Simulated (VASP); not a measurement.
# CsMn3 (Pm-3m) in VASP: single point with PBE

Aim: the single point of CsMn3 with PBE.

Everything below comes from runs of VASP 6.6.1. Logs are shortened: lines on timing, memory, paths and dates and some standing lists are left out, and cuts for length are marked.

## Step 1: The cell of the first run

It takes space group Pm-3m (No. 221, cubic). The conventional cell has a = 4.355 Å, b = 4.355 Å, c = 4.355 Å, α = 90.00°, β = 90.00°, γ = 90.00°. Cs (site symmetry m-3m) has 12 Mn at 3.08 Å within 4.1 Å. Mn (site symmetry 4/mmm) has 4 Cs at 3.08 Å and 8 Mn at 3.08 Å within 4.1 Å.

## Step 2: Single point, PBE, collinear spin, ferromagnetic start

The input, INCAR:

```
PREC     = Accurate       # precision mode
ENCUT    = 520            # plane-wave cutoff, eV
EDIFF    = 1E-7           # SCF threshold, eV
ISMEAR   = 0              # smearing method
SIGMA    = 0.1            # smearing width, eV
LREAL    = False          # projectors in reciprocal space
LASPH    = True           # aspherical terms in the spheres
NELM     = 150            # most SCF steps
ALGO     = Fast           # electronic algorithm
ISIF     = 2              # what is computed and relaxed
LWAVE    = False          # write WAVECAR
LCHARG   = False          # write CHGCAR
ISPIN    = 2              # spin polarisation
MAGMOM   = 0 4 4 4        # initial moments
LORBIT   = 11             # projections on sites
LMAXMIX  = 4              # l up to which the mixer works
GGA      = PE             # functional
NBANDS   = 36             # bands
```

The input, KPOINTS:

```
Automatic mesh
0
Gamma
  4 4 4
```

The input, POSCAR:

```
CsMn3
1.0
    4.3553684842      0.0000000000      0.0000000000
    0.0000000000      4.3553684842      0.0000000000
    0.0000000000      0.0000000000      4.3553684842
Cs Mn
1 3
Direct
    0.0000000000      0.0000000000      0.0000000000
    0.0000000000      0.5000000000      0.5000000000
    0.5000000000      0.0000000000      0.5000000000
    0.5000000000      0.5000000000      0.0000000000
```

Potentials or basis: VASP PAW PBE potentials, release 64 (Cs_sv, Mn_pv).

On the command line:

```bash
$ cat potpaw_PBE.64/Cs_sv/POTCAR potpaw_PBE.64/Mn_pv/POTCAR > POTCAR
$ mpirun -np 1 vasp_std > vasp.out
```

OUTCAR:

```text
PREC = Accurate
   ENCUT = 520
   EDIFF = 1E-7
   ISMEAR = 0
   LREAL = False
   LASPH = True
   NELM = 150
   ISIF = 2
   ISPIN = 2
   LORBIT = 11
   GGA = PE

 ion  position               nearest neighbor table
   1  0.000  0.000  0.000-   2 3.08   3 3.08   4 3.08   2 3.08   3 3.08   2 3.08   4 3.08   2 3.08
                             3 3.08   4 3.08   3 3.08   4 3.08
   2  0.000  0.500  0.500-   1 3.08   3 3.08   4 3.08   1 3.08   4 3.08   1 3.08   3 3.08   1 3.08
                             3 3.08   4 3.08   4 3.08   3 3.08
   3  0.500  0.000  0.500-   1 3.08   2 3.08   4 3.08   1 3.08   4 3.08   2 3.08   4 3.08   4 3.08
                             1 3.08   2 3.08   1 3.08   2 3.08
   4  0.500  0.500  0.000-   1 3.08   2 3.08   3 3.08   2 3.08   3 3.08   1 3.08   3 3.08   3 3.08
                             1 3.08   2 3.08   2 3.08   1 3.08

  LATTYP: Found a simple cubic cell.
 ALAT       =     4.3553684842

  Lattice vectors:

 A1 = (   4.3553684842,   0.0000000000,   0.0000000000)
 A2 = (   0.0000000000,   4.3553684842,   0.0000000000)
 A3 = (   0.0000000000,   0.0000000000,   4.3553684842)

Analysis of symmetry for initial positions (statically):
=====================================================================
 Subroutine PRICEL returns:
 Original cell was already a primitive cell.

 Routine SETGRP: Setting up the symmetry group for a
 simple cubic supercell.

 Subroutine GETGRP returns: Found 48 space group operations
 (whereof 48 operations were pure point group operations)
 out of a pool of 48 trial point group operations.

The static configuration has the point symmetry O_h .

Analysis of symmetry for dynamics (positions and initial velocities):
=====================================================================
 Subroutine PRICEL returns:
 Original cell was already a primitive cell.

 Routine SETGRP: Setting up the symmetry group for a
 simple cubic supercell.

 Subroutine GETGRP returns: Found 48 space group operations
 (whereof 48 operations were pure point group operations)
 out of a pool of 48 trial point group operations.

The dynamic configuration has the point symmetry O_h .

Analysis of structural, dynamic, and magnetic symmetry:
=====================================================================
 Subroutine PRICEL returns:
 Original cell was already a primitive cell.

 Routine SETGRP: Setting up the symmetry group for a
 simple cubic supercell.

 Subroutine GETGRP returns: Found 48 space group operations
 (whereof 48 operations were pure point group operations)
 out of a pool of 48 trial point group operations.

The overall configuration has the point symmetry O_h .

 Subroutine INISYM returns: Found 48 space group operations
 (whereof 48 operations are pure point group operations),
 and found     1 'primitive' translations

----------------------------------------------------------------------------------------

                                     Primitive cell

  volume of cell :      82.6180

  direct lattice vectors                    reciprocal lattice vectors
     4.355368484  0.000000000  0.000000000     0.229601698  0.000000000  0.000000000
     0.000000000  4.355368484  0.000000000     0.000000000  0.229601698  0.000000000
     0.000000000  0.000000000  4.355368484     0.000000000  0.000000000  0.229601698

  length of vectors
     4.355368484  4.355368484  4.355368484     0.229601698  0.229601698  0.229601698

  position of ions in fractional coordinates (direct lattice)
     0.000000000  0.000000000  0.000000000
     0.000000000  0.500000000  0.500000000
     0.500000000  0.000000000  0.500000000
     0.500000000  0.500000000  0.000000000

  ion indices of the primitive-cell ions
   primitive index   ion index
                 1           1
                 2           2
                 3           3
                 4           4

----------------------------------------------------------------------------------------

 KPOINTS: Automatic mesh

Automatic generation of k-mesh.
 Grid dimensions read from file:
 generate k-points for:    4    4    4

 Generating k-lattice:

  Cartesian coordinates                     Fractional coordinates (reciprocal lattice)
     0.057400425  0.000000000  0.000000000     0.250000000  0.000000000  0.000000000
     0.000000000  0.057400425  0.000000000     0.000000000  0.250000000  0.000000000
     0.000000000  0.000000000  0.057400425     0.000000000  0.000000000  0.250000000

  Length of vectors
     0.057400425  0.057400425  0.057400425

  Shift w.r.t. Gamma in fractional coordinates (k-lattice)
     0.000000000  0.000000000  0.000000000

 Subroutine IBZKPT returns following result:
 ===========================================

 Found     10 irreducible k-points:

 Following reciprocal coordinates:
            Coordinates               Weight
  0.000000  0.000000  0.000000      1.000000
  0.250000  0.000000  0.000000      6.000000
  0.500000  0.000000  0.000000      3.000000
  0.250000  0.250000  0.000000     12.000000
  0.500000  0.250000  0.000000     12.000000
  0.500000  0.500000  0.000000      3.000000
  0.250000  0.250000  0.250000      8.000000
  0.500000  0.250000  0.250000     12.000000
  0.500000  0.500000  0.250000      6.000000
  0.500000  0.500000  0.500000      1.000000
   k-points           NKPTS =     10   k-points in BZ     NKDIM =     10   number of bands    NBANDS=     36
   number of dos      NEDOS =    301   number of ions     NIONS =      4
   total plane-waves  NPLWV =  32768
   dimension x,y,z NGX =    32 NGY =   32 NGZ =   32
   dimension x,y,z NGXF=    64 NGYF=   64 NGZF=   64
   ions per type =               1   3
   NGX,Y,Z   is equivalent  to a cutoff of  12.21, 12.21, 12.21 a.u.
   NGXF,Y,Z  is equivalent  to a cutoff of  24.43, 24.43, 24.43 a.u.
 SYSTEM =  unknown system
   PREC   = accura    normal or accurate (medium, high low for compatibility)
   ISTART =      0    job   : 0-new  1-cont  2-samecut
   ICHARG =      2    charge: 1-file 2-atom 10-const
   ISPIN  =      2    spin polarized calculation?
   LNONCOLLINEAR =      F non collinear calculations
   LSORBIT =      F    spin-orbit coupling
   LASPH  =      T    aspherical Exc in radial PAW
   ENCUT  =  520.0 eV  38.22 Ry    6.18 a.u.   8.10  8.10  8.10*2*pi/ulx,y,z
   NELM   =    150;   NELMIN=  2; NELMDL= -5     # of ELM steps
   EDIFF  = 0.1E-06   stopping-criterion for ELM
   LREAL  =      F    real-space projection
   EDIFFG = 0.1E-05   stopping-criterion for IOM
   NSW    =      0    number of steps for IOM
   IBRION =     -1    ionic relax: 0-MD 1-quasi-New 2-CG
   NFREE  =      0    steps in history (QN), initial steepest desc. (CG)
   ISIF   =      2    stress and relaxation
   ISYM   =      2    0-nonsym 1-usesym 2-fastsym
   POTIM  = 0.5000    time-step for ionic-motion
   TEBEG  =    0.0;   TEEND  =   0.0 temperature during run
   PSTRESS=    0.0 pullay stress
   NELECT =      48.0000    total number of electrons
   NUPDOWN=      -1.0000    fix difference up-down
   EMIN   =  10.00;   EMAX   =-10.00  energy-range for DOS
   EFERMI =   0.00;   METHOD = LEGACY
   ISMEAR =     0;   SIGMA  =   0.10  broadening in eV -4-tet -1-fermi 0-gaus
   EFERMI_NEDOS =   21; number of points for ismear=-14 and -15
   IALGO  =     68    algorithm
   IMIX   =      4    mixing-type and parameters
     AMIX     =   0.40;   BMIX     =  1.00
     AMIX_MAG =   1.60;   BMIX_MAG =  1.00
  volume/ion in A,a.u.               =      20.65       139.38
  Fermi-wavevector in a.u.,A,eV,Ry     =   1.366041  2.581443 25.389389  1.866067
  Thomas-Fermi vector in A             =   2.492216
   LORBIT       =     11    0 simple, 1 ext, 2 COOP (PROOUT), +10 PAW based schemes
   GGA     = PE    functional components
   LHFCALC =     F    Hartree Fock is set to
   AEXX    =    0.0000 exact exchange contribution
   IVDW    =     0    specifies the selected vdW correction
   LEPSILON=     F    determine dielectric tensor
   LRPA    =     F    only Hartree local field effects (RPA)
 spin polarized calculation
 RMM-DIIS sequential band-by-band and
 Gauss-broadening in eV      SIGMA  =   0.10
  energy-cutoff  :      520.00
  volume of cell :       82.62
 maximum number of plane-waves:      2272
   NGX = 17   NGY = 17   NGZ = 17

 number of electron      48.0000035 magnetization      11.0191709

 Free energy of the ion-electron system (eV)
  ---------------------------------------------------
  ext. energy  EPLUGINS =         0.00000000
  ---------------------------------------------------
  free energy    TOTEN  =       -21.51542232 eV

  energy without entropy =      -21.48685763  energy(sigma->0) =      -21.50113998

 E-fermi :   5.6464     XC(G=0): -10.8787

 val. band max:        5.6330354562   @ k =   0.5000   0.2500   0.2500
 cond. band min:       5.6930731493   @ k =   0.5000   0.2500   0.2500
 fundamental gap:      0.0600376931
 Fermi energy:         5.6464411430

 spin component 1

 k-point     1 :       0.0000    0.0000    0.0000
  band No.  band energies     occupation
      1     -43.9424      1.00000
      2     -43.9424      1.00000
      3     -43.9424      1.00000
      4     -43.9330      1.00000
      5     -43.9330      1.00000
      6     -43.9330      1.00000
[... 379 lines left out ...]
     35       9.2294      0.00000
     36      13.9850      0.00000
 Fermi energy:         5.6464411430

 spin component 2

 k-point     1 :       0.0000    0.0000    0.0000
  band No.  band energies     occupation
      1     -40.1472      1.00000
      2     -40.1472      1.00000
      3     -40.1472      1.00000
      4     -40.1330      1.00000
      5     -40.1330      1.00000
      6     -40.1330      1.00000
[... 379 lines left out ...]
     35       9.6790      0.00000
     36      14.2082      0.00000

------------------------ aborting loop because EDIFF is reached ----------------------------------------

  FORCE on cell =-STRESS in cart. coord.  units (eV):
  Direction    XX          YY          ZZ          XY          YZ          ZX
  --------------------------------------------------------------------------------------
  -------------------------------------------------------------------------------------
  Total        0.2171932      0.2171932      0.2171932      0.0000000      0.0000000      0.0000000
  in kB        4.2119398      4.2119398      4.2119398      0.0000000      0.0000000      0.0000000
  external PRESSURE =       4.2119398 kB  Pullay stress =       0.0000000 kB

 VOLUME and BASIS-vectors are now :
 -----------------------------------------------------------------------------
  energy-cutoff  :      520.00
  volume of cell :       82.62
      direct lattice vectors                 reciprocal lattice vectors
     4.355368484  0.000000000  0.000000000     0.229601698  0.000000000  0.000000000
     0.000000000  4.355368484  0.000000000     0.000000000  0.229601698  0.000000000
     0.000000000  0.000000000  4.355368484     0.000000000  0.000000000  0.229601698

 POSITION                                       TOTAL-FORCE (eV/Angst)
 -----------------------------------------------------------------------------------
      0.00000      0.00000      0.00000         0.000000      0.000000      0.000000
      0.00000      2.17768      2.17768         0.000000      0.000000      0.000000
      2.17768      0.00000      2.17768         0.000000      0.000000      0.000000
      2.17768      2.17768      0.00000         0.000000      0.000000      0.000000
 -----------------------------------------------------------------------------------
    total drift:                                0.000000     -0.000000     -0.000000

  FREE ENERGIE OF THE ION-ELECTRON SYSTEM (eV)
  ---------------------------------------------------
  free  energy   TOTEN  =       -21.5154223206 eV

  energy  without entropy=      -21.4868576347  energy(sigma->0) =      -21.50113998

 total charge

# of ion       s       p       d       tot
------------------------------------------
    1        1.867   4.462   0.323   6.652
    2        0.299   6.119   5.030  11.447
    3        0.299   6.119   5.030  11.447
    4        0.299   6.119   5.030  11.447
--------------------------------------------------
tot          2.763  22.818  15.412  40.993

 magnetization (x)

# of ion       s       p       d       tot
------------------------------------------
    1        0.013   0.077  -0.053   0.036
    2        0.003   0.002   3.552   3.557
    3        0.003   0.002   3.552   3.557
    4        0.003   0.002   3.552   3.557
--------------------------------------------------
tot          0.021   0.084  10.604  10.709
```

It took 36 s on 1 thread of Intel Xeon 6975P-C (Granite Rapids), shared host; peak memory 0.21 GiB.

What came out:

| Item | Value |
| --- | --- |
| Free energy | -21.5154 eV |
| Pressure | 0.4 GPa |
| Net moment | 11.02 μB per cell |
| Site moments | Cs +0.04; Mn +3.56 μB |
| Valence electrons inside the program's atomic spheres | Cs 6.65; Mn 11.45 |

Caveat: the k points lie up to 0.36 Å⁻¹ apart; spin-orbit coupling is left out, which moves the levels of the heavy elements.
